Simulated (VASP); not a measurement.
# Tl2BiN3 (Imm2) in VASP: single point with PBEsol

Aim: the single point of Tl2BiN3 with PBEsol.

All numbers are computed with VASP 6.6.1; they aren't measurements. Logs are shortened: lines on timing, memory, paths and dates and some standing lists are left out, and cuts for length are marked.

## Step 1: The cell of the first run

Symmetry: Imm2, No. 44, orthorhombic system. The conventional cell has a = 3.751 Å, b = 11.290 Å, c = 5.226 Å, α = 90.00°, β = 90.00°, γ = 90.00°. Tl (site symmetry m) has 4 N at 2.26 to 2.29 Å within 3.0 Å. Within 3.1 Å of Bi (site symmetry mm2) lie 4 N at 2.31 Å. N (site symmetry m) has 3 Tl at 2.26 to 2.28 Å and 1 Bi at 2.31 Å within 3.0 Å. N (site symmetry mm2) has 2 Tl at 2.29 Å and 2 Bi at 2.31 Å within 3.0 Å.

## Step 2: Single point, PBEsol

Input file INCAR:

```
SYSTEM = Tl2BiN3
PREC     = Accurate       ! precision mode
ENCUT    = 520            ! plane-wave cutoff, eV
EDIFF    = 1E-6           ! SCF threshold, eV
ISMEAR   = -1             ! smearing method
SIGMA    = 0.03           ! smearing width, eV
LREAL    = .FALSE.        ! projectors in reciprocal space
LASPH    = .TRUE.         ! aspherical terms in the spheres
NELM     = 100            ! most SCF steps
ALGO     = Normal         ! electronic algorithm
ISIF     = 2              ! what is computed and relaxed
LWAVE    = .FALSE.        ! write WAVECAR
LCHARG   = .TRUE.         ! write CHGCAR
GGA      = PS             ! functional
LELF     = .TRUE.         ! ELF
LVHAR    = .TRUE.       
NBANDS   = 37             ! bands
```

Input file KPOINTS:

```
Automatic mesh
0
G
  6 6 6
  0 0 0
```

Input file POSCAR:

```
Tl2BiN3
1.0
   -1.8757378804      5.6449799916      2.6129030517
    1.8757378804     -5.6449799916      2.6129030517
    1.8757378804      5.6449799916     -2.6129030517
Tl Bi N
2 1 3
Direct
    0.4207032242      0.2519130639      0.1687901603
    0.0831229036      0.2519130639      0.8312098397
    0.7500394516      0.2500394516      0.5000000000
    0.3298229765     -0.0014289817      0.3312519583
    0.6673190600     -0.0014289817      0.6687480417
    0.0079903740      0.0079903740      0.0000000000
```

Potentials or basis: VASP PAW PBE potentials, release 64 (Tl_d, Bi_d, N).

On the command line:

```bash
$ cat potpaw_PBE.64/Tl_d/POTCAR potpaw_PBE.64/Bi_d/POTCAR potpaw_PBE.64/N/POTCAR > POTCAR
$ mpirun -np 1 vasp_std > vasp.out
```

OUTCAR:

```text
SYSTEM = Tl2BiN3
   PREC = Accurate
   ENCUT = 520
   EDIFF = 1E-6
   ISMEAR = -1
   LREAL = .FALSE.
   LASPH = .TRUE.
   NELM = 100
   ISIF = 2
   GGA = PS

 ion  position               nearest neighbor table
   1  0.421  0.252  0.169-   4 2.26   5 2.28   5 2.28   6 2.29   2 3.70   2 3.70   2 3.70   2 3.70
                             3 3.73   3 3.73   3 3.74   3 3.75   3 3.75   2 3.81
   2  0.083  0.252  0.831-   5 2.26   4 2.28   4 2.28   6 2.29   1 3.70   1 3.70   1 3.70   1 3.70
                             3 3.73   3 3.73   3 3.74   3 3.75   3 3.75   1 3.81
   3  0.750  0.250  0.500-   6 2.31   6 2.31   5 2.31   4 2.31   1 3.73   2 3.73   2 3.73   1 3.73
                             1 3.74   2 3.74   2 3.75   1 3.75   2 3.75   1 3.75
   4  0.330  0.999  0.331-   1 2.26   2 2.28   2 2.28   3 2.31
   5  0.667  0.999  0.669-   2 2.26   1 2.28   1 2.28   3 2.31
   6  0.008  0.008  0.000-   2 2.29   1 2.29   3 2.31   3 2.31

  LATTYP: Found a body centered orthorhombic cell.
 ALAT       =     3.7514757608
 B/A-ratio  =     1.3930000983
 C/A-ratio  =     3.0094716594

  Lattice vectors:

 A1 = (   1.8757378804,  -5.6449799916,  -2.6129030517)
 A2 = (  -1.8757378804,  -5.6449799916,   2.6129030517)
 A3 = (  -1.8757378804,   5.6449799916,  -2.6129030517)

Analysis of symmetry for initial positions (statically):
=====================================================================
 Subroutine PRICEL returns:
 Original cell was already a primitive cell.

 Routine SETGRP: Setting up the symmetry group for a
 body centered orthorhombic supercell.

 Subroutine GETGRP returns: Found  4 space group operations
 (whereof  4 operations were pure point group operations)
 out of a pool of  8 trial point group operations.

The static configuration has the point symmetry C_2v.

Analysis of symmetry for dynamics (positions and initial velocities):
=====================================================================
 Subroutine PRICEL returns:
 Original cell was already a primitive cell.

 Routine SETGRP: Setting up the symmetry group for a
 body centered orthorhombic supercell.

 Subroutine GETGRP returns: Found  4 space group operations
 (whereof  4 operations were pure point group operations)
 out of a pool of  8 trial point group operations.

The dynamic configuration has the point symmetry C_2v.

 Subroutine INISYM returns: Found  4 space group operations
 (whereof  4 operations are pure point group operations),
 and found     1 'primitive' translations

----------------------------------------------------------------------------------------

                                     Primitive cell

  volume of cell :     110.6669

[... 102 lines left out ...]
   ISIF   =      2    stress and relaxation
   ISYM   =      2    0-nonsym 1-usesym 2-fastsym
   POTIM  = 0.5000    time-step for ionic-motion
   TEBEG  =    0.0;   TEEND  =   0.0 temperature during run
   PSTRESS=    0.0 pullay stress
   NELECT =      56.0000    total number of electrons
   NUPDOWN=      -1.0000    fix difference up-down
   EMIN   =  10.00;   EMAX   =-10.00  energy-range for DOS
   EFERMI =   0.00;   METHOD = LEGACY
   ISMEAR =    -1;   SIGMA  =   0.03  broadening in eV -4-tet -1-fermi 0-gaus
   EFERMI_NEDOS =   21; number of points for ismear=-14 and -15
   IALGO  =     38    algorithm
   IMIX   =      4    mixing-type and parameters
     AMIX     =   0.40;   BMIX     =  1.00
     AMIX_MAG =   1.60;   BMIX_MAG =  1.00
  volume/ion in A,a.u.               =      18.44       124.47
  Fermi-wavevector in a.u.,A,eV,Ry     =   1.304563  2.465266 23.155528  1.701883
  Thomas-Fermi vector in A             =   2.435490
   LORBIT       =      0    0 simple, 1 ext, 2 COOP (PROOUT), +10 PAW based schemes
   GGA     = PS    functional components
   LHFCALC =     F    Hartree Fock is set to
   AEXX    =    0.0000 exact exchange contribution
   IVDW    =     0    specifies the selected vdW correction
   LEPSILON=     F    determine dielectric tensor
   LRPA    =     F    only Hartree local field effects (RPA)
 non-spin polarized calculation
  energy-cutoff  :      520.00
  volume of cell :      110.67
 maximum number of plane-waves:      3000
   NGX = 25   NGY = 25   NGZ = 25

 number of electron      56.0000003 magnetization

 Free energy of the ion-electron system (eV)
  ---------------------------------------------------
  ext. energy  EPLUGINS =         0.00000000
  ---------------------------------------------------
  free energy    TOTEN  =       -30.38537025 eV

  energy without entropy =      -30.37974777  energy(sigma->0) =      -30.38255901

 E-fermi :   6.4883     XC(G=0): -10.5297

 val. band max:        6.4879615833   @ k =   0.5000   0.5000   0.1667
 cond. band min:       6.4897551810   @ k =  -0.1667  -0.1667   0.1667
 fundamental gap:      0.0017935976
 Fermi energy:         6.4882545517

 k-point     1 :       0.0000    0.0000    0.0000
  band No.  band energies     occupation
      1     -16.7947      2.00000
      2     -16.7272      2.00000
      3     -16.7102      2.00000
      4     -16.6824      2.00000
      5     -16.6748      2.00000
      6      -9.5067      2.00000
[... 949 lines left out ...]
     36      12.5065      0.00000
     37      12.5315      0.00000

 [... further k-points ...]

------------------------ aborting loop because EDIFF is reached ----------------------------------------

  FORCE on cell =-STRESS in cart. coord.  units (eV):
  Direction    XX          YY          ZZ          XY          YZ          ZX
  --------------------------------------------------------------------------------------
  -------------------------------------------------------------------------------------
  Total        0.0357630      0.0360489      0.0256588      0.0000000      0.0000000      0.0000000
  in kB        0.5177585      0.5218962      0.3714743      0.0000000      0.0000000      0.0000000
  external PRESSURE =       0.4703764 kB  Pullay stress =       0.0000000 kB

 VOLUME and BASIS-vectors are now :
 -----------------------------------------------------------------------------
  energy-cutoff  :      520.00
  volume of cell :      110.67
      direct lattice vectors                 reciprocal lattice vectors
    -1.875737880  5.644979992  2.612903052     0.000000000  0.088574273  0.191358037
     1.875737880 -5.644979992  2.612903052     0.266561765  0.000000000  0.191358037
     1.875737880  5.644979992 -2.612903052     0.266561765  0.088574273  0.000000000

 POSITION                                       TOTAL-FORCE (eV/Angst)
 -----------------------------------------------------------------------------------
      0.00000      1.90563      1.31645         0.000000      0.000760     -0.000375
      1.87574      3.73935     -1.29645         0.000000     -0.000760     -0.000375
      0.00000      5.64498      1.30666         0.000000     -0.000000     -0.000547
      1.87574     -1.90516      2.60544        -0.000000     -0.005639     -0.003455
      1.87574      1.90516      2.60544         0.000000      0.005639     -0.003455
      0.00000      0.00000      0.04176         0.000000     -0.000000      0.008207
 -----------------------------------------------------------------------------------
    total drift:                               -0.000000     -0.000000      0.000044

  FREE ENERGIE OF THE ION-ELECTRON SYSTEM (eV)
  ---------------------------------------------------
  free  energy   TOTEN  =       -30.3853702488 eV

  energy  without entropy=      -30.3797477687  energy(sigma->0) =      -30.38255901
```

It took 5.4 min on 1 thread of Intel Xeon Platinum 8259CL at 2.50GHz (Skylake/Cascade Lake), shared host; peak memory 0.42 GiB.

What came out:

* Free energy: -30.3854 eV
* Pressure: 0.0 GPa
* Largest force: 0.008 eV/Å
* Band gap on the k mesh: zero (bands 28 and 29 overlap by 0.46 eV)

Forces on the atoms (eV/Å):
```
Tl   0.000  0.001  0.000
Tl   0.000 -0.001  0.000
Bi   0.000  0.000 -0.001
N    0.000 -0.006 -0.003
N    0.000  0.006 -0.003
N    0.000  0.000  0.008
```

Caveat: the PAW data sets were made with another functional, which shifts forces and pressure a little; spin-orbit coupling is left out, which moves the levels of the heavy elements.
